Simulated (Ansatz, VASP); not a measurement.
## One calculation of Mn, two programs

```xyz
1
Lattice="2.2830 0.0000 0.0000 0.0000 2.2830 0.0000 0.0000 0.0000 2.2830" Properties=species:S:1:pos:R:3 pbc="T T T"
Mn    0.0000    0.0000    0.0000
```

Alike in both runs: functional PBE; k mesh 24 × 24 × 24; occupations gaussian, width 0.1 eV; no spin polarisation.

Ansatz relaxed the structure, and its values are those at the end. VASP's run is a single point on that final structure, the one shown.

|  | VASP | Ansatz |
| --- | --- | --- |
| version | VASP 6.6.1 | Ansatz 0.2.0 |
| potentials or method | VASP PAW PBE potentials, release 64 (Mn_pv), cutoff 500 eV | scalar-relativistic, plane waves, PAW |
| valence electrons in the cell | 13 | 15 |

VASP gave:

```
gap on the k mesh at the Fermi level (eV) : none
pressure (GPa)                            : 0.1
```

Problem. Which values does Ansatz return?

Solution. gap on the k mesh at the Fermi level (eV): none; pressure (GPa): 0.0.

A gap of «none» marks a metal or a gap that the smearing closes. VASP's potentials hold 13 valence electrons a cell and Ansatz's 15, so a difference there can come from the potentials and not from the codes.
